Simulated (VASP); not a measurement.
A run of VASP 6.6.1:

INCAR

```
PREC = Accurate ; ENCUT = 520
EDIFF = 1E-6 ; ISMEAR = -1
SIGMA = 0.1 ; LREAL = F
LASPH = T ; NELM = 60
ALGO = Normal ; ISIF = 2
LWAVE = F ; LCHARG = F
GGA = CA ; NBANDS = 8
```

File KPOINTS:

```
regular mesh
0
Gamma
  13 13 13
```

POSCAR

```
As
1.0
    2.7102862617      0.0000000000      0.0000000000
    0.0000000000      2.7102862617      0.0000000000
    0.0000000000      0.0000000000      2.7102862617
As
1
Direct
    0.0000000000      0.0000000000      0.0000000000
```

Potentials or basis: VASP PAW LDA potentials, release 64 (As).

Run with:

```sh
$ cat potpaw_LDA.64/As/POTCAR > POTCAR
$ mpirun -np 1 vasp_std > vasp.out
```

Hardware: 1 thread of AMD EPYC 7R13, on a shared host.

Question: Estimate the wall time of this run.

Answer: Wall time 14 s on 1 thread of AMD EPYC 7R13, with other jobs on the host, peak memory 0.09 GiB. Counts: scf iterations 9, k points 84.
